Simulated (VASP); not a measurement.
Mg2O:

```
Mg O
1.0
     3.10000    0.00000    0.00000
    -1.55000    2.68468    0.00000
     0.00000    0.00000    4.94000
Mg O
2 1
Direct
  0.33333 0.66667 0.24000
  0.66667 0.33333 0.76000
  0.00000 0.00000 0.00000
```

```yaml
Program: VASP 6.6.1
Task: relaxation of cell and atoms
Functional: PBE
Potentials_or_basis: VASP PAW PBE potentials, release 64 (Mg, O)
Cutoff: 600 eV
k_mesh: 7 × 7 × 4
Occupations: gaussian, width 0.2 eV
Spin: no spin polarisation
```

At the start: pressure 1.7 GPa; volume 13.70 Å³/atom.

Task: Where does the relaxation end?

Result: Over 4 steps the energy falls by 10.1 meV/atom and the volume is 13.83 Å³/atom (+0.9 %); space group P-3m1 (No. 164, to 0.1 Å) before and after.

The path:
```tsv
step	energy change (eV)	largest force (eV/Å)	pressure (GPa)	volume (Å³)
1	0.0000	0.6666	1.72	41.11
2	-0.0278	0.0218	-1.17	41.99
3	-0.0280	0.0704	-0.96	41.92
4	-0.0303	0.0222	-0.27	41.48
```

Final structure:
```xyz
3
Lattice="3.0933 0.0000 0.0000 -1.5466 2.6788 0.0000 0.0000 0.0000 5.0052" Properties=species:S:1:pos:R:3 pbc="T T T"
Mg    0.0000    1.7859    1.2366
Mg    1.5466    0.8929    3.7686
O     0.0000    0.0000    5.0052
```
